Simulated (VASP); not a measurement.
# Ru (Fd-3m) in VASP: a series of runs

The runs below take Ru through single point, with r2SCAN.

Program: VASP 6.6.1. These are calculated values, not measurements. Logs are shortened: lines on timing, memory, paths and dates and some standing lists are left out, and cuts for length are marked.

### 1 The cell of the first run

The structure is cubic, space group Fd-3m (No. 227). Conventional cell: a = 5.486 Å, b = 5.486 Å, c = 5.486 Å, α = 90.00°, β = 90.00°, γ = 90.00°. Within 3.1 Å of Ru (site symmetry -43m) lie 4 Ru at 2.38 Å.

This isn't the form of Ru at room conditions, which is hcp.

### 2 Single point, r2SCAN (20.63 Å³/atom)

Input file POSCAR:

```
Ru
1.0
    0.0000000000      2.7427650257      2.7427650257
    2.7427650257      0.0000000000      2.7427650257
    2.7427650257      2.7427650257      0.0000000000
Ru
2
Direct
    0.1250000000      0.1250000000      0.1250000000
    0.8750000000      0.8750000000      0.8750000000
```

Input file INCAR.step1:

```
  ALGO = Normal
  EDIFF = 1E-4
  ENCUT = 520
  GGA = PE
  ISMEAR = -1
  LASPH = True
  LCHARG = False
  LREAL = False
  LWAVE = True
  NBANDS = 21
  NELM = 80
  PREC = Accurate
  SIGMA = 0.1
```

Input file INCAR.step2:

```
  ALGO = Normal
  EDIFF = 1E-6
  ENCUT = 520
  ISIF = 2
  ISMEAR = -1
  ISTART = 1
  LASPH = True
  LCHARG = False
  LMIXTAU = True
  LREAL = False
  LWAVE = False
  METAGGA = R2SCAN
  NBANDS = 21
  NELM = 80
  PREC = Accurate
  SIGMA = 0.1
```

Input file KPOINTS:

```
k-points
0
Gamma
  11 11 11
```

Potentials or basis: VASP PAW PBE potentials, release 64 (Ru_pv).

On the command line:

```
cat potpaw_PBE.64/Ru_pv/POTCAR > POTCAR
cp INCAR.step1 INCAR
mpirun -np 1 vasp_std > vasp.out
cp INCAR.step2 INCAR
mpirun -np 1 vasp_std > vasp.out
```

OUTCAR:

```text
EDIFF = 1E-6
   ENCUT = 520
   ISIF = 2
   ISMEAR = -1
   ISTART = 1
   LASPH = True
   LREAL = False
   METAGGA = R2SCAN
   NELM = 80
   PREC = Accurate

 ion  position               nearest neighbor table
   1  0.125  0.125  0.125-   2 2.38   2 2.38   2 2.38   2 2.38
   2  0.875  0.875  0.875-   1 2.38   1 2.38   1 2.38   1 2.38

  LATTYP: Found a face centered cubic cell.
 ALAT       =     5.4855300514

  Lattice vectors:

 A1 = (   0.0000000000,   2.7427650257,   2.7427650257)
 A2 = (   2.7427650257,   0.0000000000,   2.7427650257)
 A3 = (   2.7427650257,   2.7427650257,   0.0000000000)

Analysis of symmetry for initial positions (statically):
=====================================================================
 Subroutine PRICEL returns:
 Original cell was already a primitive cell.

 Routine SETGRP: Setting up the symmetry group for a
 face centered cubic supercell.

 Subroutine GETGRP returns: Found 48 space group operations
 (whereof 12 operations were pure point group operations)
 out of a pool of 48 trial point group operations.

The static configuration has the point symmetry D_3d.
 The point group associated with its full space group is O_h .

Analysis of symmetry for dynamics (positions and initial velocities):
=====================================================================
 Subroutine PRICEL returns:
 Original cell was already a primitive cell.

 Routine SETGRP: Setting up the symmetry group for a
 face centered cubic supercell.

 Subroutine GETGRP returns: Found 48 space group operations
 (whereof 12 operations were pure point group operations)
 out of a pool of 48 trial point group operations.

The dynamic configuration has the point symmetry D_3d.
 The point group associated with its full space group is O_h .

 Subroutine INISYM returns: Found 48 space group operations
 (whereof 12 operations are pure point group operations),
 and found     1 'primitive' translations

----------------------------------------------------------------------------------------

                                     Primitive cell

  volume of cell :      41.2663

  direct lattice vectors                    reciprocal lattice vectors
[... 78 lines left out ...]
   PREC   = accura    normal or accurate (medium, high low for compatibility)
   ISTART =      1    job   : 0-new  1-cont  2-samecut
   ICHARG =      0    charge: 1-file 2-atom 10-const
   ISPIN  =      1    spin polarized calculation?
   LNONCOLLINEAR =      F non collinear calculations
   LSORBIT =      F    spin-orbit coupling
   LASPH  =      T    aspherical Exc in radial PAW
   ENCUT  =  520.0 eV  38.22 Ry    6.18 a.u.   7.21  7.21  7.21*2*pi/ulx,y,z
   NELM   =     80;   NELMIN=  2; NELMDL=  0     # of ELM steps
   EDIFF  = 0.1E-05   stopping-criterion for ELM
   LREAL  =      F    real-space projection
   EDIFFG = 0.1E-04   stopping-criterion for IOM
   NSW    =      0    number of steps for IOM
   IBRION =     -1    ionic relax: 0-MD 1-quasi-New 2-CG
   NFREE  =      0    steps in history (QN), initial steepest desc. (CG)
   ISIF   =      2    stress and relaxation
   ISYM   =      2    0-nonsym 1-usesym 2-fastsym
   POTIM  = 0.5000    time-step for ionic-motion
   TEBEG  =    0.0;   TEEND  =   0.0 temperature during run
   PSTRESS=    0.0 pullay stress
   NELECT =      28.0000    total number of electrons
   NUPDOWN=      -1.0000    fix difference up-down
   EMIN   =  10.00;   EMAX   =-10.00  energy-range for DOS
   EFERMI =   0.00;   METHOD = LEGACY
   ISMEAR =    -1;   SIGMA  =   0.10  broadening in eV -4-tet -1-fermi 0-gaus
   EFERMI_NEDOS =   21; number of points for ismear=-14 and -15
   IALGO  =     38    algorithm
   IMIX   =      4    mixing-type and parameters
     AMIX     =   0.40;   BMIX     =  1.00
     AMIX_MAG =   1.60;   BMIX_MAG =  1.00
  volume/ion in A,a.u.               =      20.63       139.24
  Fermi-wavevector in a.u.,A,eV,Ry     =   1.438563  2.718490 28.156763  2.069464
  Thomas-Fermi vector in A             =   2.557516
   LORBIT       =      0    0 simple, 1 ext, 2 COOP (PROOUT), +10 PAW based schemes
   METAGGA = R2SCAN    functional components
   LHFCALC =     F    Hartree Fock is set to
   AEXX    =    0.0000 exact exchange contribution
   IVDW    =     0    specifies the selected vdW correction
   LEPSILON=     F    determine dielectric tensor
   LRPA    =     F    only Hartree local field effects (RPA)
 non-spin polarized calculation
  energy-cutoff  :      520.00
  volume of cell :       41.27
 maximum number of plane-waves:      1139
 NGX is ok and might be reduce to    30
   NGX = 15   NGY = 15   NGZ = 15

 number of electron      28.0000009 magnetization

 Free energy of the ion-electron system (eV)
  ---------------------------------------------------
  ext. energy  EPLUGINS =         0.00000000
  ---------------------------------------------------
  free energy    TOTEN  =       -48.54293272 eV

  energy without entropy =      -48.48289914  energy(sigma->0) =      -48.51291593

 E-fermi :   6.7507     XC(G=0): -12.0104

 val. band max:        6.7499277721   @ k =   0.2727   0.1818   0.0000
 cond. band min:       6.7894163440   @ k =   0.4545   0.1818   0.0000
 fundamental gap:      0.0394885719
 Fermi energy:         6.7506510571

 k-point     1 :       0.0000    0.0000    0.0000
  band No.  band energies     occupation
      1     -37.7578      2.00000
      2     -37.7578      2.00000
      3     -37.7578      2.00000
      4     -36.8553      2.00000
      5     -36.8553      2.00000
      6     -36.8553      2.00000
[... 565 lines left out ...]
     20      15.7429      0.00000
     21      15.7431      0.00000

 [... further k-points ...]

------------------------ aborting loop because EDIFF is reached ----------------------------------------

  FORCE on cell =-STRESS in cart. coord.  units (eV):
  Direction    XX          YY          ZZ          XY          YZ          ZX
  --------------------------------------------------------------------------------------
  -------------------------------------------------------------------------------------
  Total       -1.4663208     -1.4663208     -1.4663208      0.0000000     -0.0000000      0.0000000
  in kB      -56.9303397    -56.9303397    -56.9303397      0.0000000     -0.0000000      0.0000000
  external PRESSURE =     -56.9303397 kB  Pullay stress =       0.0000000 kB

 VOLUME and BASIS-vectors are now :
 -----------------------------------------------------------------------------
  energy-cutoff  :      520.00
  volume of cell :       41.27
      direct lattice vectors                 reciprocal lattice vectors
     0.000000000  2.742765026  2.742765026    -0.182297789  0.182297789  0.182297789
     2.742765026  0.000000000  2.742765026     0.182297789 -0.182297789  0.182297789
     2.742765026  2.742765026  0.000000000     0.182297789  0.182297789 -0.182297789

 POSITION                                       TOTAL-FORCE (eV/Angst)
 -----------------------------------------------------------------------------------
      0.68569      0.68569      0.68569         0.000000     -0.000000      0.000000
      4.79984      4.79984      4.79984        -0.000000      0.000000     -0.000000
 -----------------------------------------------------------------------------------
    total drift:                               -0.000000      0.000000      0.000000

  FREE ENERGIE OF THE ION-ELECTRON SYSTEM (eV)
  ---------------------------------------------------
  free  energy   TOTEN  =       -48.5429327189 eV

  energy  without entropy=      -48.4828991360  energy(sigma->0) =      -48.51291593
```

OUTCAR.step1:

```text
EDIFF = 1E-4
   ENCUT = 520
   GGA = PE
   ISMEAR = -1
   LASPH = True
[... 799 lines left out ...]
      0.68569      0.68569      0.68569         0.000000      0.000000      0.000000
      4.79984      4.79984      4.79984        -0.000000     -0.000000     -0.000000
 -----------------------------------------------------------------------------------
    total drift:                               -0.000000      0.000000      0.000000

  FREE ENERGIE OF THE ION-ELECTRON SYSTEM (eV)
  ---------------------------------------------------
  free  energy   TOTEN  =       -16.1181898556 eV

  energy  without entropy=      -16.0545089350  energy(sigma->0) =      -16.08634940
```

OSZICAR.step1:

```text
N       E                     dE             d eps       ncg     rms          rms(c)
DAV:   1     0.281652893610E+03    0.28165E+03   -0.17476E+04  2352   0.138E+03
DAV:   2    -0.112376097553E+02   -0.29289E+03   -0.28301E+03  2520   0.417E+02
DAV:   3    -0.166212823771E+02   -0.53837E+01   -0.53371E+01  2617   0.639E+01
DAV:   4    -0.166691159831E+02   -0.47834E-01   -0.47822E-01  3190   0.548E+00
DAV:   5    -0.166695614649E+02   -0.44548E-03   -0.44546E-03  2740   0.483E-01    0.112E+01
DAV:   6    -0.161521739228E+02    0.51739E+00   -0.15767E+00  2432   0.112E+01    0.363E+00
DAV:   7    -0.161254576738E+02    0.26716E-01   -0.45351E-02  2862   0.185E+00    0.154E+00
DAV:   8    -0.161181535380E+02    0.73041E-02   -0.12204E-02  2462   0.934E-01    0.104E-01
DAV:   9    -0.161181898556E+02   -0.36318E-04   -0.28580E-04  2586   0.164E-01
   1 F= -.16118190E+02 E0= -.16086349E+02  d E =-.636809E-01
```

It took 97 s on 1 thread of AMD EPYC 9R45 (Zen 5), shared host; peak memory 0.16 GiB.

Results:

- Free energy: -48.5429 eV
- Pressure: -5.7 GPa
- Band gap on the k mesh: zero (bands 14 and 15 overlap by 0.86 eV)

Caveat: the cell stands under tension; the PAW data sets were made with another functional, which shifts forces and pressure a little.

### 3 Single point, r2SCAN (21.43 Å³/atom)

This run uses another cell than the first one, of 21.43 Å³/atom.

Input file POSCAR:

```
Ru
1.0
    0.0000000000      2.7774872564      2.7774872564
    2.7774872564      0.0000000000      2.7774872564
    2.7774872564      2.7774872564      0.0000000000
Ru
2
Direct
    0.1250000000      0.1250000000      0.1250000000
    0.8750000000      0.8750000000      0.8750000000
```

Input file INCAR.step1:

```
ALGO     = Normal         # electronic algorithm
EDIFF    = 1E-4           # SCF threshold, eV
ENCUT    = 520            # plane-wave cutoff, eV
GGA      = PE             # functional
ISMEAR   = -1             # smearing method
LASPH    = True           # aspherical terms in the spheres
LCHARG   = False          # write CHGCAR
LREAL    = False          # projectors in reciprocal space
LWAVE    = True           # write WAVECAR
NBANDS   = 21             # bands
NELM     = 80             # most SCF steps
PREC     = Accurate       # precision mode
SIGMA    = 0.1            # smearing width, eV
```

Input file INCAR.step2:

```
ALGO     = Normal         # electronic algorithm
EDIFF    = 1E-6           # SCF threshold, eV
ENCUT    = 520            # plane-wave cutoff, eV
ISIF     = 2              # what is computed and relaxed
ISMEAR   = -1             # smearing method
ISTART   = 1            
LASPH    = True           # aspherical terms in the spheres
LCHARG   = True           # write CHGCAR
LELF     = True           # ELF
LMIXTAU  = True         
LREAL    = False          # projectors in reciprocal space
LVHAR    = True         
LWAVE    = False          # write WAVECAR
METAGGA  = R2SCAN         # meta-GGA
NBANDS   = 21             # bands
NELM     = 80             # most SCF steps
PREC     = Accurate       # precision mode
SIGMA    = 0.1            # smearing width, eV
```

KPOINTS is that of step 2.

Potentials or basis: VASP PAW PBE potentials, release 64 (Ru_pv).

On the command line:

```
cat potpaw_PBE.64/Ru_pv/POTCAR > POTCAR
cp INCAR.step1 INCAR
mpirun -np 1 vasp_std > vasp.out
cp INCAR.step2 INCAR
mpirun -np 1 vasp_std > vasp.out
```

Run time: 96 s. Hardware: 1 thread of AMD EPYC 9R45 (Zen 5), shared host; peak memory 0.16 GiB.

It converged, with:

```
Free energy            : -48.4605 eV
Pressure               : -10.9 GPa
Band gap on the k mesh : zero (bands 14 and 15 overlap by 0.83 eV)
```

Levels at points of the mesh, in eV from the Fermi level:
```tsv
k point	band 11	band 12	band 13	band 14	band 15	band 16	band 17	band 18
(0.00, 0.00, 0.00)	-3.20	-3.20	-0.42	-0.42	-0.42	1.72	1.72	8.99
```

Caveat: the cell stands under tension; the PAW data sets were made with another functional, which shifts forces and pressure a little.

The gap in the log of VASP goes by the Fermi energy; the results here count the filled bands.